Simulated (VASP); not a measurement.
# Sr7O8 (a cell with a defect) in VASP: further runs

Runs on Sr7O8 (a cell with a defect). Level: PBE. Tasks: single point.

Program: VASP 6.6.1. These are calculated values, not measurements. Logs are shortened: lines on timing, memory, paths and dates and some standing lists are left out, and cuts for length are marked.

**1. The cell of the first run**

The cell holds a defect, 15 atoms: a = 7.347 Å, b = 7.347 Å, c = 7.347 Å, α = 60.00°, β = 60.00°, γ = 60.00°.

**2. Single point, PBE**

Input file INCAR:

```
ALGO = Normal ; EDIFF = 1E-6
ENCUT = 520 ; GGA = PE
ISIF = 2 ; ISMEAR = 0
LASPH = True ; LCHARG = False
LREAL = Auto ; LWAVE = False
NBANDS = 72 ; NELM = 100
PREC = Accurate ; SIGMA = 0.05
```

Input file KPOINTS:

```
k-points
0
Gamma
  4 4 4
```

Input file POSCAR:

```
Sr7O8
1.0
    0.0000000000      5.1947835166     -5.1947835166
    5.1947835166      5.1947835166      0.0000000000
    5.1947835166      0.0000000000     -5.1947835166
Sr O
7 8
Direct
    0.0000000000      0.5000000465      0.5000000465
    0.5000000465      0.0000000000      0.5000000465
    0.5000000465      0.5000000465      0.5000000465
    0.0000000000      0.0000000000      1.0000000931
    0.0000000963      0.4999999503      0.9999999968
    0.4999999503      0.0000000963      0.9999999968
    0.5000000465      0.5000000465      0.9999999006
    0.2665638511      0.7334362419      0.2334361954
    0.2665638511      0.2665638511      0.2334361954
    0.7499999735      0.7499999735      0.2500001195
    0.7334362419      0.2665638511      0.2334361954
    0.2665638511      0.7334362419      0.7665637052
    0.2500000233      0.2500000233      0.7500000698
    0.7334361457      0.7334361457      0.7665638014
    0.7334362419      0.2665638511      0.7665637052
```

Potentials or basis: VASP PAW PBE potentials, release 64 (Sr_sv, O).

Started as:

```sh
$ cat potpaw_PBE.64/Sr_sv/POTCAR potpaw_PBE.64/O/POTCAR > POTCAR
$ mpirun -np 1 vasp_std > vasp.out
```

OUTCAR:

```text
EDIFF = 1E-6
   ENCUT = 520
   GGA = PE
   ISIF = 2
   ISMEAR = 0
   LASPH = True
   LREAL = Auto
   NELM = 100
   PREC = Accurate

 ion  position               nearest neighbor table
   1  0.000  0.500  0.500-  10 2.60  13 2.60  14 2.60  15 2.60   9 2.60   8 2.60   7 3.67   5 3.67
                             4 3.67   3 3.67   2 3.67   2 3.67   3 3.67   4 3.67   5 3.67   7 3.67
   2  0.500  0.000  0.500-  10 2.60  13 2.60  14 2.60  12 2.60   9 2.60  11 2.60   7 3.67   6 3.67
                             4 3.67   3 3.67   1 3.67   3 3.67   1 3.67   4 3.67   6 3.67   7 3.67
   3  0.500  0.500  0.500-  10 2.60  13 2.60  12 2.60  15 2.60  11 2.60   8 2.60   7 3.67   6 3.67
                             5 3.67   2 3.67   1 3.67   2 3.67   1 3.67   6 3.67   5 3.67   7 3.67
   4  0.000  0.000  0.000-  13 2.60  10 2.60  11 2.60   8 2.60  12 2.60  15 2.60   5 3.67   6 3.67
                             1 3.67   2 3.67   7 3.67   7 3.67   2 3.67   1 3.67   5 3.67   6 3.67
   5  0.000  0.500  1.000-  13 2.60  10 2.60   9 2.60  11 2.60  12 2.60  14 2.60   6 3.67   7 3.67
                             3 3.67   4 3.67   1 3.67   1 3.67   4 3.67   3 3.67   7 3.67   6 3.67
   6  0.500  0.000  1.000-  13 2.60  10 2.60   9 2.60   8 2.60  15 2.60  14 2.60   5 3.67   7 3.67
                             3 3.67   4 3.67   2 3.67   2 3.67   4 3.67   3 3.67   7 3.67   5 3.67
   7  0.500  0.500  1.000-  14 2.43  12 2.43  15 2.43   9 2.43  11 2.43   8 2.43   3 3.67   2 3.67
                             1 3.67   5 3.67   6 3.67   4 3.67   4 3.67   6 3.67   5 3.67   1 3.67
   8  0.267  0.733  0.233-   7 2.43   4 2.60   6 2.60   3 2.60   1 2.60
   9  0.267  0.267  0.233-   7 2.43   6 2.60   5 2.60   2 2.60   1 2.60
  10  0.750  0.750  0.250-   3 2.60   2 2.60   1 2.60   4 2.60   5 2.60   6 2.60
  11  0.733  0.267  0.233-   7 2.43   4 2.60   5 2.60   3 2.60   2 2.60
  12  0.267  0.733  0.767-   7 2.43   3 2.60   2 2.60   5 2.60   4 2.60
  13  0.250  0.250  0.750-   5 2.60   6 2.60   3 2.60   4 2.60   1 2.60   2 2.60
  14  0.733  0.733  0.767-   7 2.43   2 2.60   1 2.60   6 2.60   5 2.60
  15  0.733  0.267  0.767-   7 2.43   3 2.60   1 2.60   6 2.60   4 2.60

  LATTYP: Found a face centered cubic cell.
 ALAT       =    10.3895670332

  Lattice vectors:

 A1 = (   0.0000000000,   5.1947835166,  -5.1947835166)
 A2 = (   5.1947835166,   5.1947835166,   0.0000000000)
 A3 = (   5.1947835166,   0.0000000000,  -5.1947835166)

Analysis of symmetry for initial positions (statically):
=====================================================================
 Subroutine PRICEL returns:
 Original cell was already a primitive cell.

 Routine SETGRP: Setting up the symmetry group for a
 face centered cubic supercell.

 Subroutine GETGRP returns: Found 48 space group operations
 (whereof  8 operations were pure point group operations)
 out of a pool of 48 trial point group operations.

The static configuration has the point symmetry D_2h.
 The point group associated with its full space group is O_h .

Analysis of symmetry for dynamics (positions and initial velocities):
=====================================================================
 Subroutine PRICEL returns:
 Original cell was already a primitive cell.

 Routine SETGRP: Setting up the symmetry group for a
 face centered cubic supercell.

 Subroutine GETGRP returns: Found 48 space group operations
 (whereof  8 operations were pure point group operations)
 out of a pool of 48 trial point group operations.

The dynamic configuration has the point symmetry D_2h.
 The point group associated with its full space group is O_h .

 Subroutine INISYM returns: Found 48 space group operations
 (whereof  8 operations are pure point group operations),
 and found     1 'primitive' translations

----------------------------------------------------------------------------------------

                                     Primitive cell

  volume of cell :     280.3705

  direct lattice vectors                    reciprocal lattice vectors
     0.000000000  5.194783517 -5.194783517    -0.096250402  0.096250402 -0.096250402
     5.194783517  5.194783517  0.000000000     0.096250402  0.096250402  0.096250402
     5.194783517  0.000000000 -5.194783517     0.096250402 -0.096250402 -0.096250402

  length of vectors
     7.346533303  7.346533303  7.346533303     0.166710586  0.166710586  0.166710586

  position of ions in fractional coordinates (direct lattice)
[... 53 lines left out ...]
     0.000000000  0.000000000  0.000000000

 Subroutine IBZKPT returns following result:
 ===========================================

 Found      8 irreducible k-points:

 Following reciprocal coordinates:
            Coordinates               Weight
  0.000000  0.000000  0.000000      1.000000
  0.250000  0.000000  0.000000      8.000000
  0.500000  0.000000  0.000000      4.000000
  0.250000  0.250000  0.000000      6.000000
  0.500000  0.250000  0.000000     24.000000
 -0.250000  0.250000  0.000000     12.000000
  0.500000  0.500000  0.000000      3.000000
 -0.250000  0.500000  0.250000      6.000000
   k-points           NKPTS =      8   k-points in BZ     NKDIM =      8   number of bands    NBANDS=     72
   number of dos      NEDOS =    301   number of ions     NIONS =     15
   total plane-waves  NPLWV = 175616
   dimension x,y,z NGX =    56 NGY =   56 NGZ =   56
   dimension x,y,z NGXF=   112 NGYF=  112 NGZF=  112
   ions per type =               7   8
   NGX,Y,Z   is equivalent  to a cutoff of  12.67, 12.67, 12.67 a.u.
   NGXF,Y,Z  is equivalent  to a cutoff of  25.34, 25.34, 25.34 a.u.
 SYSTEM =  unknown system
   PREC   = accura    normal or accurate (medium, high low for compatibility)
   ISTART =      0    job   : 0-new  1-cont  2-samecut
   ICHARG =      2    charge: 1-file 2-atom 10-const
   ISPIN  =      1    spin polarized calculation?
   LNONCOLLINEAR =      F non collinear calculations
   LSORBIT =      F    spin-orbit coupling
   LASPH  =      T    aspherical Exc in radial PAW
   ENCUT  =  520.0 eV  38.22 Ry    6.18 a.u.  13.66 13.66 13.66*2*pi/ulx,y,z
   NELM   =    100;   NELMIN=  2; NELMDL= -5     # of ELM steps
   EDIFF  = 0.1E-05   stopping-criterion for ELM
   LREAL  =      T    real-space projection
   EDIFFG = 0.1E-04   stopping-criterion for IOM
   NSW    =      0    number of steps for IOM
   IBRION =     -1    ionic relax: 0-MD 1-quasi-New 2-CG
   NFREE  =      0    steps in history (QN), initial steepest desc. (CG)
   ISIF   =      2    stress and relaxation
   ISYM   =      2    0-nonsym 1-usesym 2-fastsym
   POTIM  = 0.5000    time-step for ionic-motion
   TEBEG  =    0.0;   TEEND  =   0.0 temperature during run
   PSTRESS=    0.0 pullay stress
   NELECT =     118.0000    total number of electrons
   NUPDOWN=      -1.0000    fix difference up-down
   EMIN   =  10.00;   EMAX   =-10.00  energy-range for DOS
   EFERMI =   0.00;   METHOD = LEGACY
   ISMEAR =     0;   SIGMA  =   0.05  broadening in eV -4-tet -1-fermi 0-gaus
   EFERMI_NEDOS =   21; number of points for ismear=-14 and -15
   IALGO  =     38    algorithm
   IMIX   =      4    mixing-type and parameters
     AMIX     =   0.40;   BMIX     =  1.00
     AMIX_MAG =   1.60;   BMIX_MAG =  1.00
  volume/ion in A,a.u.               =      18.69       126.14
  Fermi-wavevector in a.u.,A,eV,Ry     =   1.226850  2.318410 20.478949  1.505160
  Thomas-Fermi vector in A             =   2.361835
   LORBIT       =      0    0 simple, 1 ext, 2 COOP (PROOUT), +10 PAW based schemes
   GGA     = PE    functional components
   LHFCALC =     F    Hartree Fock is set to
   AEXX    =    0.0000 exact exchange contribution
   IVDW    =     0    specifies the selected vdW correction
   LEPSILON=     F    determine dielectric tensor
   LRPA    =     F    only Hartree local field effects (RPA)
 non-spin polarized calculation
 Gauss-broadening in eV      SIGMA  =   0.05
  energy-cutoff  :      520.00
  volume of cell :      280.37
 maximum number of plane-waves:      7631
 NGX is ok and might be reduce to    56
   NGX = 27   NGY = 27   NGZ = 27

 number of electron     118.0000002 magnetization

 Free energy of the ion-electron system (eV)
  ---------------------------------------------------
  ext. energy  EPLUGINS =         0.00000000
  ---------------------------------------------------
  free energy    TOTEN  =       -87.15710929 eV

  energy without entropy =      -87.12873596  energy(sigma->0) =      -87.14292262

 E-fermi :   0.5264     XC(G=0):  -9.3114

 val. band max:        0.5174253641   @ k =   0.0000   0.0000   0.0000
 cond. band min:       0.5306444330   @ k =   0.5000   0.2500   0.0000
 fundamental gap:      0.0132190689
 Fermi energy:         0.5263931454

 k-point     1 :       0.0000    0.0000    0.0000
  band No.  band energies     occupation
      1     -31.8031      2.00000
      2     -31.7199      2.00000
      3     -31.7199      2.00000
      4     -31.7199      2.00000
      5     -31.6853      2.00000
      6     -31.6853      2.00000
[... 581 lines left out ...]
     70       7.1912      0.00000
     71       7.2358      0.00000
 [bands above 71 left out]

------------------------ aborting loop because EDIFF is reached ----------------------------------------

  FORCE on cell =-STRESS in cart. coord.  units (eV):
  Direction    XX          YY          ZZ          XY          YZ          ZX
  --------------------------------------------------------------------------------------
  -------------------------------------------------------------------------------------
  Total        0.7442173      0.7442173      0.7442173     -0.0000000      0.0000000      0.0000000
  in kB        4.2528297      4.2528297      4.2528297     -0.0000000      0.0000000      0.0000000
  external PRESSURE =       4.2528297 kB  Pullay stress =       0.0000000 kB

 VOLUME and BASIS-vectors are now :
 -----------------------------------------------------------------------------
  energy-cutoff  :      520.00
  volume of cell :      280.37
      direct lattice vectors                 reciprocal lattice vectors
     0.000000000  5.194783517 -5.194783517    -0.096250402  0.096250402 -0.096250402
     5.194783517  5.194783517  0.000000000     0.096250402  0.096250402  0.096250402
     5.194783517  0.000000000 -5.194783517     0.096250402 -0.096250402 -0.096250402

 POSITION                                       TOTAL-FORCE (eV/Angst)
 -----------------------------------------------------------------------------------
      5.19478      2.59739     -2.59739         0.000000      0.000000      0.000000
      2.59739      2.59739     -5.19478         0.000000      0.000000     -0.000000
      5.19478      5.19478     -5.19478         0.000000      0.000000     -0.000000
      0.00000      0.00000     -0.00000         0.000000      0.000000     -0.000000
      7.79218      2.59739     -5.19478         0.000000      0.000000     -0.000000
      5.19478      2.59739     -7.79218         0.000000      0.000000      0.000000
      7.79218      5.19478     -7.79218         0.000000      0.000000     -0.000000
      5.02269      5.19478     -2.59739         0.041259      0.000000     -0.000000
      2.59739      2.76948     -2.59739         0.000000     -0.041259     -0.000000
      5.19478      7.79217     -5.19478         0.000000      0.000000     -0.000000
      2.59739      5.19478     -5.02269         0.000000      0.000000     -0.041259
      7.79218      5.19478     -5.36687         0.000000      0.000000      0.041259
      5.19478      2.59739     -5.19478         0.000000      0.000000      0.000000
      7.79218      7.62008     -7.79218         0.000000      0.041259     -0.000000
      5.36687      5.19478     -7.79218        -0.041259      0.000000     -0.000000
 -----------------------------------------------------------------------------------
    total drift:                                0.004802     -0.003445     -0.004802

  FREE ENERGIE OF THE ION-ELECTRON SYSTEM (eV)
  ---------------------------------------------------
  free  energy   TOTEN  =       -87.1571092863 eV

  energy  without entropy=      -87.1287359554  energy(sigma->0) =      -87.14292262
```

Run time: 4 min. Hardware: 1 thread of Intel Xeon 6975P-C (Granite Rapids), shared host; peak memory 0.45 GiB.

Results:

```yaml
Free_energy: -87.1571 eV
Pressure: 0.4 GPa
Largest_force: 0.041 eV/Å
Band_gap_on_the_k_mesh: zero (band 59 reaches 0.60 eV, above the bottom of band 60 at 0.46 eV)
```

Forces in eV/Å, atoms in the order of the input:
```
Sr   0.000  0.000  0.000
Sr   0.000  0.000  0.000
Sr   0.000  0.000  0.000
Sr   0.000  0.000  0.000
Sr   0.000  0.000  0.000
Sr   0.000  0.000  0.000
Sr   0.000  0.000  0.000
O    0.041  0.000  0.000
O    0.000 -0.041  0.000
O    0.000  0.000  0.000
O    0.000  0.000 -0.041
O    0.000  0.000  0.041
O    0.000  0.000  0.000
O    0.000  0.041  0.000
O   -0.041  0.000  0.000
```

**3. Single point, PBE**

Input file INCAR:

```
SYSTEM = Sr7O8
PREC = Accurate
ENCUT = 520
EDIFF = 1E-7
ISMEAR = 0
SIGMA = 0.05
LREAL = Auto
LASPH = .True.
NELM = 60
ALGO = Normal
ISIF = 2
LWAVE = .False.
LCHARG = .False.
GGA = PE
NBANDS = 72
```

Input file KPOINTS:

```
regular mesh
0
Gamma
  4 4 4
  0 0 0
```

Input file POSCAR:

```
Sr7O8
1.0
    0.0000000000      5.1947835166     -5.1947835166
    5.1947835166      5.1947835166      0.0000000000
    5.1947835166      0.0000000000     -5.1947835166
Sr O
7 8
Direct
    0.0000000000      0.0000000000      0.5000000465
    0.5000000465      0.0000000000      0.5000000465
    0.5000000465      0.5000000465      0.5000000465
    0.0000000000      0.0000000000      1.0000000931
    0.0000000963      0.4999999503      0.9999999968
    0.4999999503      0.0000000963      0.9999999968
    0.5000000465      0.5000000465      0.9999999006
    0.2665637549      0.7665638014      0.2334362916
    0.2665638511      0.2334361954      0.2334361954
    0.7334361457      0.7665638014      0.2334362916
    0.7500000698      0.2500000233      0.2500000233
    0.2500001195      0.7499999735      0.7499999735
    0.2665637549      0.2334362916      0.7665638014
    0.7334361457      0.7665638014      0.7665638014
    0.7334361457      0.2334362916      0.7665638014
```

Potentials or basis: VASP PAW PBE potentials, release 64 (Sr_sv, O).

Started as:

```sh
$ cat potpaw_PBE.64/Sr_sv/POTCAR potpaw_PBE.64/O/POTCAR > POTCAR
$ mpirun -np 1 vasp_std > vasp.out
```

Run time: 3.9 min. Hardware: 1 thread of Intel Xeon 6975P-C (Granite Rapids), shared host; peak memory 0.46 GiB.

Results (log left out):

```yaml
Free_energy: -87.1571 eV
Pressure: 0.4 GPa
Largest_force: 0.041 eV/Å
Band_gap_on_the_k_mesh: zero (band 59 reaches 0.60 eV, above the bottom of band 60 at 0.46 eV)
```

Forces in eV/Å, atoms in the order of the input:
```
Sr   0.000  0.000  0.000
Sr   0.000  0.000  0.000
Sr   0.000  0.000  0.000
Sr   0.000  0.000  0.000
Sr   0.000  0.000  0.000
Sr   0.000  0.000  0.000
Sr   0.000  0.000  0.000
O    0.000 -0.041  0.000
O    0.041  0.000  0.000
O    0.000  0.000 -0.041
O    0.000  0.000  0.000
O    0.000  0.000  0.000
O    0.000  0.000  0.041
O   -0.041  0.000  0.000
O    0.000  0.041  0.000
```

Levels at points of the mesh, in eV from the Fermi level:
```
           k point  band 55  band 56  band 57  band 58  band 59  band 60  band 61  band 62
(0.00, 0.00, 0.00)    -0.01    -0.01    -0.01     0.07     0.07     0.07     4.17     4.17
(0.50, 0.00, 0.00)    -0.52    -0.50    -0.48    -0.48     0.07     0.07     5.35     5.54
(0.50, 0.50, 0.00)    -0.22    -0.22    -0.05    -0.05    -0.04    -0.04     4.69     5.98
```
